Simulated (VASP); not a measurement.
Rh:

```
Rh
1.0
     0.00000    1.87762    1.87762
     1.87762    0.00000    1.87762
     1.87762    1.87762    0.00000
Rh
1
Cartesian
  0.0000 0.0000 0.0000
```

Base run:

| Item | Value |
| --- | --- |
| Program | VASP 6.6.1 |
| Functional | LDA |
| Potentials or basis | VASP PAW LDA potentials, release 64 (Rh_pv) |
| Cutoff | 520 eV |
| k mesh | 14 × 14 × 14 |
| Occupations | methfessel-paxton, width 0.3 eV |
| Spin | no spin polarisation |

Its results: pressure 0.4 GPa.

Problem. The run is repeated on the same cell with these changes: occupations from methfessel-paxton, width 0.3 eV to fermi-dirac, width 0.6 eV. What comes out?

Solution. Pressure 12.5 GPa.
